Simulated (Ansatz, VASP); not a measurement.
## One calculation of SiC, two programs

Contents of INCAR:

```
PREC = Accurate ; ENCUT = 600
EDIFF = 1E-6 ; ISMEAR = 0
SIGMA = 0.02 ; LREAL = F
LASPH = T ; NELM = 120
ALGO = Normal ; ISIF = 2
LWAVE = F ; LCHARG = F
GGA = PS ; NBANDS = 46
GGA_COMPAT = F
```

KPOINTS

```
Automatic mesh
0
Gamma
  2 2 2
```

POSCAR

```
SiC
1.0
    0.0000000000      4.3580000000      4.3580000000
    4.3580000000      0.0000000000      4.3580000000
    4.3580000000      4.3580000000      0.0000000000
Si C
8 8
Direct
    0.0000000000      0.0000000000      0.0000000000
    0.0000000000      0.0000000000      0.5000000000
    0.0000000000      0.5000000000      0.0000000000
    0.0000000000      0.5000000000      0.5000000000
    0.5000000000      0.0000000000      0.0000000000
    0.5000000000      0.0000000000      0.5000000000
    0.5000000000      0.5000000000      0.0000000000
    0.5000000000      0.5000000000      0.5000000000
    0.1250000000      0.1250000000      0.1250000000
    0.1250000000      0.1250000000      0.6250000000
    0.1250000000      0.6250000000      0.1250000000
    0.1250000000      0.6250000000      0.6250000000
    0.6250000000      0.1250000000      0.1250000000
    0.6250000000      0.1250000000      0.6250000000
    0.6250000000      0.6250000000      0.1250000000
    0.6250000000      0.6250000000      0.6250000000
```

Input for Ansatz:

```yaml
crystal:
  lattice:
    - [0.0, 2.179, 2.179]
    - [2.179, 0.0, 2.179]
    - [2.179, 2.179, 0.0]
  atoms:
    - { symbol: Si, position: [0.0, 0.0, 0.0] }
    - { symbol: C, position: [0.25, 0.25, 0.25] }
  supercell: [2, 2, 2]
kpoints:
  mp_grid:
    grid: [2, 2, 2]
hamiltonian:
  xc: pbesol
scf:
  occupations:
    method: gaussian
    width: 0.02
output:
  eigenvalues: true
```

Alike in both runs: task single point; functional PBEsol; k mesh 2 × 2 × 2; occupations gaussian, width 0.02 eV; no spin polarisation.

|  | VASP | Ansatz |
| --- | --- | --- |
| version | VASP 6.6.1 | Ansatz 0.2.0 |
| potentials or method | VASP PAW PBE potentials, release 64 (Si, C) | plane waves, PAW |
| plane-wave cutoff (eV) | 600 | 420 |
| valence electrons in the cell | 64 | 64 |

VASP gave:

* gap on the k mesh at the Fermi level (eV): 1.18

Question: What did Ansatz give for the same quantities?

Answer: gap on the k mesh at the Fermi level (eV): 1.19.

VASP's potentials were made for PBE, not for PBEsol.

The k mesh is coarse, so the values compare programs but aren't converged.
